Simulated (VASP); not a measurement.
# MgO (Fm-3m) in VASP: notebook

MgO is run at these levels: RPBE, revPBE; tasks: single point.

All numbers are computed with VASP 6.6.1; they aren't measurements. Logs are shortened: lines on timing, memory, paths and dates and some standing lists are left out, and cuts for length are marked.

**1. The cell of the first run**

The structure is cubic, space group Fm-3m (No. 225). The conventional cell has a = 4.217 Å, b = 4.217 Å, c = 4.217 Å, α = 90.00°, β = 90.00°, γ = 90.00°. Mg (site symmetry m-3m) has 6 O at 2.11 Å within 2.8 Å. O (site symmetry m-3m) has 6 Mg at 2.11 Å within 2.8 Å.

**2. Single point, RPBE**

The input, INCAR:

```
PREC = Accurate
ENCUT = 600
EDIFF = 1E-6
ISMEAR = 0
SIGMA = 0.01
LREAL = False
LASPH = True
NELM = 120
ALGO = Normal
ISIF = 2
LWAVE = False
LCHARG = False
GGA = RP
NBANDS = 11
GGA_COMPAT = False
```

The input, KPOINTS:

```
Automatic mesh
0
Gamma
  8 8 8
```

The input, POSCAR:

```
MgO
1.0
    0.0000000000      2.1085000000      2.1085000000
    2.1085000000      0.0000000000      2.1085000000
    2.1085000000      2.1085000000      0.0000000000
Mg O
1 1
Direct
    0.0000000000      0.0000000000      0.0000000000
    0.5000000000      0.5000000000      0.5000000000
```

Potentials or basis: VASP PAW PBE potentials, release 64 (Mg, O).

Started as:

```
> cat potpaw_PBE.64/Mg/POTCAR potpaw_PBE.64/O/POTCAR > POTCAR
> mpirun -np 1 vasp_std > vasp.out
```

OUTCAR:

```text
PREC = Accurate
   ENCUT = 600
   EDIFF = 1E-6
   ISMEAR = 0
   LREAL = False
   LASPH = True
   NELM = 120
   ISIF = 2
   GGA = RP

 ion  position               nearest neighbor table
   1  0.000  0.000  0.000-   2 2.11   2 2.11   2 2.11   2 2.11   2 2.11   2 2.11
   2  0.500  0.500  0.500-   1 2.11   1 2.11   1 2.11   1 2.11   1 2.11   1 2.11

  LATTYP: Found a face centered cubic cell.
 ALAT       =     4.2170000000

  Lattice vectors:

 A1 = (   0.0000000000,   2.1085000000,   2.1085000000)
 A2 = (   2.1085000000,   0.0000000000,   2.1085000000)
 A3 = (   2.1085000000,   2.1085000000,   0.0000000000)

Analysis of symmetry for initial positions (statically):
=====================================================================
 Subroutine PRICEL returns:
 Original cell was already a primitive cell.

 Routine SETGRP: Setting up the symmetry group for a
 face centered cubic supercell.

 Subroutine GETGRP returns: Found 48 space group operations
 (whereof 48 operations were pure point group operations)
 out of a pool of 48 trial point group operations.

The static configuration has the point symmetry O_h .

Analysis of symmetry for dynamics (positions and initial velocities):
=====================================================================
 Subroutine PRICEL returns:
 Original cell was already a primitive cell.

 Routine SETGRP: Setting up the symmetry group for a
 face centered cubic supercell.

 Subroutine GETGRP returns: Found 48 space group operations
 (whereof 48 operations were pure point group operations)
 out of a pool of 48 trial point group operations.

The dynamic configuration has the point symmetry O_h .

 Subroutine INISYM returns: Found 48 space group operations
 (whereof 48 operations are pure point group operations),
 and found     1 'primitive' translations

----------------------------------------------------------------------------------------

                                     Primitive cell

  volume of cell :      18.7478

  direct lattice vectors                    reciprocal lattice vectors
     0.000000000  2.108500000  2.108500000    -0.237135404  0.237135404  0.237135404
     2.108500000  0.000000000  2.108500000     0.237135404 -0.237135404  0.237135404
     2.108500000  2.108500000  0.000000000     0.237135404  0.237135404 -0.237135404

  length of vectors
     2.981869296  2.981869296  2.981869296     0.410730569  0.410730569  0.410730569

  position of ions in fractional coordinates (direct lattice)
     0.000000000  0.000000000  0.000000000
     0.500000000  0.500000000  0.500000000

  ion indices of the primitive-cell ions
   primitive index   ion index
                 1           1
                 2           2

[... 84 lines left out ...]
   EMIN   =  10.00;   EMAX   =-10.00  energy-range for DOS
   EFERMI =   0.00;   METHOD = LEGACY
   ISMEAR =     0;   SIGMA  =   0.01  broadening in eV -4-tet -1-fermi 0-gaus
   EFERMI_NEDOS =   21; number of points for ismear=-14 and -15
   IALGO  =     38    algorithm
   IMIX   =      4    mixing-type and parameters
     AMIX     =   0.40;   BMIX     =  1.00
     AMIX_MAG =   1.60;   BMIX_MAG =  1.00
  volume/ion in A,a.u.               =       9.37        63.26
  Fermi-wavevector in a.u.,A,eV,Ry     =   1.232503  2.329092 20.668107  1.519063
  Thomas-Fermi vector in A             =   2.367270
   LORBIT       =      0    0 simple, 1 ext, 2 COOP (PROOUT), +10 PAW based schemes
   GGA     = RP    functional components
   LHFCALC =     F    Hartree Fock is set to
   AEXX    =    0.0000 exact exchange contribution
   IVDW    =     0    specifies the selected vdW correction
   LEPSILON=     F    determine dielectric tensor
   LRPA    =     F    only Hartree local field effects (RPA)
 non-spin polarized calculation
 Gauss-broadening in eV      SIGMA  =   0.01
  energy-cutoff  :      600.00
  volume of cell :       18.75
 maximum number of plane-waves:       638
   NGX = 11   NGY = 11   NGZ = 11

 number of electron       8.0000005 magnetization

 Free energy of the ion-electron system (eV)
  ---------------------------------------------------
  ext. energy  EPLUGINS =         0.00000000
  ---------------------------------------------------
  free energy    TOTEN  =       -11.22478158 eV

  energy without entropy =      -11.22478158  energy(sigma->0) =      -11.22478158

 E-fermi :   3.3640     XC(G=0): -10.8332

 val. band max:        3.3180615552   @ k =   0.0000   0.0000   0.0000
 cond. band min:       8.1145375895   @ k =   0.0000   0.0000   0.0000
 fundamental gap:      4.7964760344
 Fermi energy:         3.3640007321

 k-point     1 :       0.0000    0.0000    0.0000
  band No.  band energies     occupation
      1     -14.0014      2.00000
      2       3.3181      2.00000
      3       3.3181      2.00000
      4       3.3181      2.00000
      5       8.1145      0.00000
      6      19.2307      0.00000
      7      19.2307      0.00000
      8      19.2307      0.00000
      9      23.0896      0.00000
     10      24.9097      0.00000
     11      24.9097      0.00000
[... 309 lines left out ...]
 k-point    24 :      -0.3750    0.2500    0.1250
  band No.  band energies     occupation
      1     -12.6031      2.00000
      2      -0.6311      2.00000
      3       1.4078      2.00000
      4       2.3441      2.00000
      5      13.0693      0.00000
      6      15.6076      0.00000
      7      16.9473      0.00000
      8      20.3384      0.00000
      9      23.9495      0.00000
     10      25.5309      0.00000
     11      29.6311      0.00000

 [... further k-points ...]

------------------------ aborting loop because EDIFF is reached ----------------------------------------

  FORCE on cell =-STRESS in cart. coord.  units (eV):
  Direction    XX          YY          ZZ          XY          YZ          ZX
  --------------------------------------------------------------------------------------
  -------------------------------------------------------------------------------------
  Total        0.9093845      0.9093845      0.9093845      0.0000000     -0.0000000      0.0000000
  in kB       77.7154421     77.7154421     77.7154421      0.0000000     -0.0000000      0.0000000
  external PRESSURE =      77.7154421 kB  Pullay stress =       0.0000000 kB

 VOLUME and BASIS-vectors are now :
 -----------------------------------------------------------------------------
  energy-cutoff  :      600.00
  volume of cell :       18.75
      direct lattice vectors                 reciprocal lattice vectors
     0.000000000  2.108500000  2.108500000    -0.237135404  0.237135404  0.237135404
     2.108500000  0.000000000  2.108500000     0.237135404 -0.237135404  0.237135404
     2.108500000  2.108500000  0.000000000     0.237135404  0.237135404 -0.237135404

 POSITION                                       TOTAL-FORCE (eV/Angst)
 -----------------------------------------------------------------------------------
      0.00000      0.00000      0.00000        -0.000000     -0.000000      0.000000
      2.10850      2.10850      2.10850         0.000000      0.000000      0.000000
 -----------------------------------------------------------------------------------
    total drift:                               -0.000000     -0.000000      0.000000

  FREE ENERGIE OF THE ION-ELECTRON SYSTEM (eV)
  ---------------------------------------------------
  free  energy   TOTEN  =       -11.2247815800 eV

  energy  without entropy=      -11.2247815800  energy(sigma->0) =      -11.22478158
```

Run time: 8.3 s. Hardware: 1 thread of AMD EPYC 7R43 (Zen 3), shared host; peak memory 0.11 GiB.

What came out:

| Property | Result |
| --- | --- |
| Free energy | -11.2248 eV |
| Pressure | 7.8 GPa |
| Band gap on the k mesh | 4.80 eV |

Levels at points of the mesh, in eV from the valence-band top:
```tsv
k point	band 1	band 2	band 3	band 4	band 5	band 6	band 7	band 8
(0.00, 0.00, 0.00)	-17.32	0.00	0.00	0.00	4.80	15.91	15.91	15.91
(0.50, 0.00, 0.00)	-16.07	-4.56	-0.64	-0.64	7.98	12.70	16.43	16.43
(0.50, 0.50, 0.00)	-15.82	-4.04	-1.33	-1.33	9.23	10.12	13.18	19.10
```

Caveat: the cell stands under pressure; the PAW data sets were made with another functional, which shifts forces and pressure a little. Expect the measured gap to be larger: semilocal functionals such as RPBE lack the derivative discontinuity.

**3. Single point, revPBE**

The input, INCAR:

```
  ALGO = Normal
  EDIFF = 1E-6
  ENCUT = 600
  GGA = RE
  GGA_COMPAT = False
  ISIF = 2
  ISMEAR = 0
  LASPH = True
  LCHARG = True
  LELF = True
  LREAL = False
  LVHAR = True
  LWAVE = False
  NBANDS = 11
  NELM = 120
  PREC = Accurate
  SIGMA = 0.01
```

The input, KPOINTS:

```
k-points
0
Gamma
  8 8 8
```

POSCAR is that of step 2.

Potentials or basis: VASP PAW PBE potentials, release 64 (Mg, O).

Started as:

```
> cat potpaw_PBE.64/Mg/POTCAR potpaw_PBE.64/O/POTCAR > POTCAR
> mpirun -np 1 vasp_std > vasp.out
```

Wall time 8.9 s (1 thread of AMD EPYC 7R43 (Zen 3), shared host); peak memory 0.11 GiB.

It converged, with:

- Free energy: -11.3115 eV
- Pressure: 6.7 GPa
- Band gap on the k mesh: 4.78 eV

Levels at points of the mesh, in eV from the valence-band top:
```
           k point  band 2  band 3  band 4  band 5  band 6  band 7
(0.00, 0.00, 0.00)    0.00    0.00    0.00    4.78   15.88   15.88
(0.50, 0.00, 0.00)   -4.57   -0.65   -0.65    7.95   12.67   16.40
(0.50, 0.50, 0.00)   -4.05   -1.34   -1.34    9.20   10.08   13.15
```

Caveat: the cell stands under pressure; the PAW data sets were made with another functional, which shifts forces and pressure a little.
